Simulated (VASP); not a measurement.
# Ca2Ge3 (I4_132) in VASP: single point with PBE

Aim: the single point of Ca2Ge3 with PBE.

Program: VASP 6.6.1. These are calculated values, not measurements. Logs are shortened: lines on timing, memory, paths and dates and some standing lists are left out, and cuts for length are marked.

### Step 1. The cell of the first run

It takes space group I4_132 (No. 214, cubic). The conventional cell has a = 8.657 Å, b = 8.657 Å, c = 8.657 Å, α = 90.00°, β = 90.00°, γ = 90.00°. Ca (site symmetry 32) has 3 Ca at 3.06 Å and 6 Ge at 4.05 Å within 4.1 Å. Ge (site symmetry 222) has 4 Ge at 2.65 Å within 3.5 Å.

The cell was generated, and may not be a known phase.

### Step 2. Single point, PBE

Contents of INCAR:

```
PREC = Accurate
ENCUT = 520
EDIFF = 1E-7
ISMEAR = 0
SIGMA = 0.1
LREAL = False
LASPH = True
NELM = 60
ALGO = Normal
ISIF = 2
LWAVE = False
LCHARG = False
GGA = PE
NBANDS = 73
```

Contents of KPOINTS:

```
Automatic mesh
0
Gamma
  6 6 6
```

Contents of POSCAR:

```
Ca2Ge3
1.0
   -4.3283726146      4.3283726146      4.3283726146
    4.3283726146     -4.3283726146      4.3283726146
    4.3283726146      4.3283726146     -4.3283726146
Ca Ge
4 6
Direct
    0.0000000000      0.2500000000      0.5000000000
    0.2500000000      0.2500000000      0.2500000000
    0.2500000000      0.5000000000      0.0000000000
    0.5000000000      0.0000000000      0.2500000000
    0.6250000000      0.2500000000      0.8750000000
    0.8750000000      0.6250000000      0.2500000000
    0.7500000000      0.6250000000      0.8750000000
    0.2500000000      0.8750000000      0.6250000000
    0.8750000000      0.7500000000      0.6250000000
    0.6250000000      0.8750000000      0.7500000000
```

Potentials or basis: VASP PAW PBE potentials, release 64 (Ca_sv, Ge_d).

Launch:

```sh
cat potpaw_PBE.64/Ca_sv/POTCAR potpaw_PBE.64/Ge_d/POTCAR > POTCAR
mpirun -np 1 vasp_std > vasp.out
```

OUTCAR:

```text
PREC = Accurate
   ENCUT = 520
   EDIFF = 1E-7
   ISMEAR = 0
   LREAL = False
   LASPH = True
   NELM = 60
   ISIF = 2
   GGA = PE

 ion  position               nearest neighbor table
   1  0.000  0.250  0.500-   2 3.06   3 3.06   4 3.06
   2  0.250  0.250  0.250-   1 3.06   3 3.06   4 3.06
   3  0.250  0.500  0.000-   2 3.06   4 3.06   1 3.06
   4  0.500  0.000  0.250-   1 3.06   2 3.06   3 3.06
   5  0.625  0.250  0.875-  10 2.65   7 2.65   8 2.65   6 2.65
   6  0.875  0.625  0.250-   7 2.65   9 2.65   8 2.65   5 2.65
   7  0.750  0.625  0.875-   6 2.65   9 2.65  10 2.65   5 2.65
   8  0.250  0.875  0.625-  10 2.65   6 2.65   9 2.65   5 2.65
   9  0.875  0.750  0.625-   6 2.65   7 2.65  10 2.65   8 2.65
  10  0.625  0.875  0.750-   5 2.65   7 2.65   8 2.65   9 2.65

  LATTYP: Found a body centered cubic cell.
 ALAT       =     8.6567452292

  Lattice vectors:

 A1 = (  -4.3283726146,   4.3283726146,   4.3283726146)
 A2 = (   4.3283726146,  -4.3283726146,   4.3283726146)
 A3 = (   4.3283726146,   4.3283726146,  -4.3283726146)

Analysis of symmetry for initial positions (statically):
=====================================================================
 Subroutine PRICEL returns:
 Original cell was already a primitive cell.

 Routine SETGRP: Setting up the symmetry group for a
 body centered cubic supercell.

 Subroutine GETGRP returns: Found 24 space group operations
 (whereof  3 operations were pure point group operations)
 out of a pool of 48 trial point group operations.

The static configuration has the point symmetry C_3 .
 The point group associated with its full space group is O   .

Analysis of symmetry for dynamics (positions and initial velocities):
=====================================================================
 Subroutine PRICEL returns:
 Original cell was already a primitive cell.

 Routine SETGRP: Setting up the symmetry group for a
 body centered cubic supercell.

 Subroutine GETGRP returns: Found 24 space group operations
 (whereof  3 operations were pure point group operations)
 out of a pool of 48 trial point group operations.

The dynamic configuration has the point symmetry C_3 .
 The point group associated with its full space group is O   .

 Subroutine INISYM returns: Found 24 space group operations
 (whereof  3 operations are pure point group operations),
 and found     1 'primitive' translations

----------------------------------------------------------------------------------------

                                     Primitive cell

  volume of cell :     324.3649

  direct lattice vectors                    reciprocal lattice vectors
    -4.328372615  4.328372615  4.328372615     0.000000000  0.115516857  0.115516857
     4.328372615 -4.328372615  4.328372615     0.115516857  0.000000000  0.115516857
     4.328372615  4.328372615 -4.328372615     0.115516857  0.115516857  0.000000000

  length of vectors
     7.496961283  7.496961283  7.496961283     0.163365506  0.163365506  0.163365506

  position of ions in fractional coordinates (direct lattice)
     0.000000000  0.250000000  0.500000000
     0.250000000  0.250000000  0.250000000
     0.250000000  0.500000000  0.000000000
     0.500000000  0.000000000  0.250000000
     0.625000000  0.250000000  0.875000000
     0.875000000  0.625000000  0.250000000
     0.750000000  0.625000000  0.875000000
     0.250000000  0.875000000  0.625000000
     0.875000000  0.750000000  0.625000000
     0.625000000  0.875000000  0.750000000

  ion indices of the primitive-cell ions
   primitive index   ion index
                 1           1
                 2           2
                 3           3
                 4           4
                 5           5
                 6           6
                 7           7
                 8           8
                 9           9
                10          10

----------------------------------------------------------------------------------------

 KPOINTS: Automatic mesh

Automatic generation of k-mesh.
 Grid dimensions read from file:
 generate k-points for:    6    6    6

 Generating k-lattice:

  Cartesian coordinates                     Fractional coordinates (reciprocal lattice)
     0.000000000  0.019252809  0.019252809     0.166666667  0.000000000  0.000000000
     0.019252809  0.000000000  0.019252809     0.000000000  0.166666667  0.000000000
     0.019252809  0.019252809  0.000000000     0.000000000  0.000000000  0.166666667

  Length of vectors
     0.027227584  0.027227584  0.027227584

  Shift w.r.t. Gamma in fractional coordinates (k-lattice)
     0.000000000  0.000000000  0.000000000

 Subroutine IBZKPT returns following result:
 ===========================================

 Found     16 irreducible k-points:

 Following reciprocal coordinates:
            Coordinates               Weight
  0.000000  0.000000  0.000000      1.000000
  0.166667  0.000000  0.000000     12.000000
  0.333333  0.000000  0.000000     12.000000
  0.500000  0.000000  0.000000      6.000000
  0.166667  0.166667  0.000000     24.000000
  0.333333  0.166667 -0.000000     48.000000
[... 8 lines left out ...]
  0.500000  0.500000  0.333333     12.000000
  0.500000  0.500000  0.500000      1.000000
   k-points           NKPTS =     16   k-points in BZ     NKDIM =     16   number of bands    NBANDS=     73
   number of dos      NEDOS =    301   number of ions     NIONS =     10
   total plane-waves  NPLWV = 175616
   dimension x,y,z NGX =    56 NGY =   56 NGZ =   56
   dimension x,y,z NGXF=   112 NGYF=  112 NGZF=  112
   ions per type =               4   6
   NGX,Y,Z   is equivalent  to a cutoff of  12.42, 12.42, 12.42 a.u.
   NGXF,Y,Z  is equivalent  to a cutoff of  24.84, 24.84, 24.84 a.u.
 SYSTEM =  unknown system
   PREC   = accura    normal or accurate (medium, high low for compatibility)
   ISTART =      0    job   : 0-new  1-cont  2-samecut
   ICHARG =      2    charge: 1-file 2-atom 10-const
   ISPIN  =      1    spin polarized calculation?
   LNONCOLLINEAR =      F non collinear calculations
   LSORBIT =      F    spin-orbit coupling
   LASPH  =      T    aspherical Exc in radial PAW
   ENCUT  =  520.0 eV  38.22 Ry    6.18 a.u.  13.94 13.94 13.94*2*pi/ulx,y,z
   NELM   =     60;   NELMIN=  2; NELMDL= -5     # of ELM steps
   EDIFF  = 0.1E-06   stopping-criterion for ELM
   LREAL  =      F    real-space projection
   EDIFFG = 0.1E-05   stopping-criterion for IOM
   NSW    =      0    number of steps for IOM
   IBRION =     -1    ionic relax: 0-MD 1-quasi-New 2-CG
   NFREE  =      0    steps in history (QN), initial steepest desc. (CG)
   ISIF   =      2    stress and relaxation
   ISYM   =      2    0-nonsym 1-usesym 2-fastsym
   POTIM  = 0.5000    time-step for ionic-motion
   TEBEG  =    0.0;   TEEND  =   0.0 temperature during run
   PSTRESS=    0.0 pullay stress
   NELECT =     124.0000    total number of electrons
   NUPDOWN=      -1.0000    fix difference up-down
   EMIN   =  10.00;   EMAX   =-10.00  energy-range for DOS
   EFERMI =   0.00;   METHOD = LEGACY
   ISMEAR =     0;   SIGMA  =   0.10  broadening in eV -4-tet -1-fermi 0-gaus
   EFERMI_NEDOS =   21; number of points for ismear=-14 and -15
   IALGO  =     38    algorithm
   IMIX   =      4    mixing-type and parameters
     AMIX     =   0.40;   BMIX     =  1.00
     AMIX_MAG =   1.60;   BMIX_MAG =  1.00
  volume/ion in A,a.u.               =      32.44       218.89
  Fermi-wavevector in a.u.,A,eV,Ry     =   1.188149  2.245275 19.207305  1.411697
  Thomas-Fermi vector in A             =   2.324284
   LORBIT       =      0    0 simple, 1 ext, 2 COOP (PROOUT), +10 PAW based schemes
   GGA     = PE    functional components
   LHFCALC =     F    Hartree Fock is set to
   AEXX    =    0.0000 exact exchange contribution
   IVDW    =     0    specifies the selected vdW correction
   LEPSILON=     F    determine dielectric tensor
   LRPA    =     F    only Hartree local field effects (RPA)
 non-spin polarized calculation
 Gauss-broadening in eV      SIGMA  =   0.10
  energy-cutoff  :      520.00
  volume of cell :      324.36
 maximum number of plane-waves:      8776
   NGX = 27   NGY = 27   NGZ = 27

 number of electron     124.0000110 magnetization

 Free energy of the ion-electron system (eV)
  ---------------------------------------------------
  ext. energy  EPLUGINS =         0.00000000
  ---------------------------------------------------
  free energy    TOTEN  =       -28.75851315 eV

  energy without entropy =      -28.72288472  energy(sigma->0) =      -28.74069893

 E-fermi :   2.9334     XC(G=0):  -8.5368

 val. band max:        2.9248036429   @ k =  -0.3333   0.3333   0.1667
 cond. band min:       2.9952289111   @ k =   0.5000   0.0000   0.0000
 fundamental gap:      0.0704252682
 Fermi energy:         2.9333578968

 k-point     1 :       0.0000    0.0000    0.0000
  band No.  band energies     occupation
      1     -39.6911      2.00000
      2     -39.6041      2.00000
      3     -39.6041      2.00000
      4     -39.6041      2.00000
      5     -21.8353      2.00000
      6     -21.7461      2.00000
[... 65 lines left out ...]
     72       4.7253      0.00000
     73       4.7489      0.00000

 k-point     2 :       0.1667    0.0000    0.0000
  band No.  band energies     occupation
      1     -39.6882      2.00000
      2     -39.6214      2.00000
      3     -39.6041      2.00000
      4     -39.5898      2.00000
      5     -21.8304      2.00000
      6     -21.7527      2.00000
[... 65 lines left out ...]
     72       4.4800      0.00000
     73       4.5860      0.00000

 k-point     3 :       0.3333    0.0000    0.0000
  band No.  band energies     occupation
      1     -39.6806      2.00000
      2     -39.6385      2.00000
      3     -39.6041      2.00000
      4     -39.5803      2.00000
      5     -21.8178      2.00000
      6     -21.7630      2.00000
[... 977 lines left out ...]
     72       4.2167      0.00000
     73       4.4536      0.00000

 k-point    16 :       0.5000    0.5000    0.5000
  band No.  band energies     occupation
      1     -39.6478      2.00000
      2     -39.6478      2.00000
      3     -39.6478      2.00000
      4     -39.5602      2.00000
      5     -21.7607      2.00000
      6     -21.7607      2.00000
[... 65 lines left out ...]
     72       4.4448      0.00000
     73       4.4460      0.00000

------------------------ aborting loop because EDIFF is reached ----------------------------------------

  FORCE on cell =-STRESS in cart. coord.  units (eV):
  Direction    XX          YY          ZZ          XY          YZ          ZX
  --------------------------------------------------------------------------------------
  -------------------------------------------------------------------------------------
  Total        0.0336563      0.0336563      0.0336563      0.0000000      0.0000000      0.0000000
  in kB        0.1662426      0.1662426      0.1662426      0.0000000      0.0000000      0.0000000
  external PRESSURE =       0.1662426 kB  Pullay stress =       0.0000000 kB

 VOLUME and BASIS-vectors are now :
 -----------------------------------------------------------------------------
  energy-cutoff  :      520.00
  volume of cell :      324.36
      direct lattice vectors                 reciprocal lattice vectors
    -4.328372615  4.328372615  4.328372615     0.000000000  0.115516857  0.115516857
     4.328372615 -4.328372615  4.328372615     0.115516857  0.000000000  0.115516857
     4.328372615  4.328372615 -4.328372615     0.115516857  0.115516857  0.000000000

 POSITION                                       TOTAL-FORCE (eV/Angst)
 -----------------------------------------------------------------------------------
      3.24628      1.08209     -1.08209         0.000000     -0.000000      0.000000
      1.08209      1.08209      1.08209         0.000000     -0.000000      0.000000
      1.08209     -1.08209      3.24628         0.000000     -0.000000      0.000000
     -1.08209      3.24628      1.08209         0.000000     -0.000000      0.000000
      2.16419      5.41047      0.00000         0.000000      0.000000     -0.000000
     -0.00000      2.16419      5.41047        -0.000000      0.000000      0.000000
      3.24628      4.32837      2.16419         0.000000      0.000000     -0.000000
      5.41047     -0.00000      2.16419         0.000000     -0.000000      0.000000
      2.16419      3.24628      4.32837         0.000000     -0.000000      0.000000
      4.32837      2.16419      3.24628         0.000000     -0.000000      0.000000
 -----------------------------------------------------------------------------------
    total drift:                               -0.000000      0.000000      0.000000

  FREE ENERGIE OF THE ION-ELECTRON SYSTEM (eV)
  ---------------------------------------------------
  free  energy   TOTEN  =       -28.7585131544 eV

  energy  without entropy=      -28.7228847151  energy(sigma->0) =      -28.74069893
```

Wall time 24 min (1 thread of AMD EPYC, shared host); peak memory 0.57 GiB.

Results:

- Free energy: -28.7585 eV
- Pressure: 0.0 GPa
- Band gap on the k mesh: zero (bands 62 and 63 overlap by 0.44 eV)

Levels at points of the mesh, in eV from the Fermi level:
| k point | band 59 | band 60 | band 61 | band 62 | band 63 | band 64 | band 65 | band 66 |
| --- | --- | --- | --- | --- | --- | --- | --- | --- |
| (0.00, 0.00, 0.00) | -1.77 | 0.08 | 0.08 | 0.31 | 0.31 | 0.31 | 0.74 | 0.74 |
| (0.50, 0.00, 0.00) | -1.29 | -0.78 | -0.20 | 0.06 | 0.27 | 0.41 | 0.54 | 0.75 |
| (0.50, 0.50, 0.50) | -1.81 | -1.37 | -0.09 | -0.09 | -0.09 | 0.22 | 0.22 | 0.87 |

The gap in the log of VASP goes by the Fermi energy; the results here count the filled bands.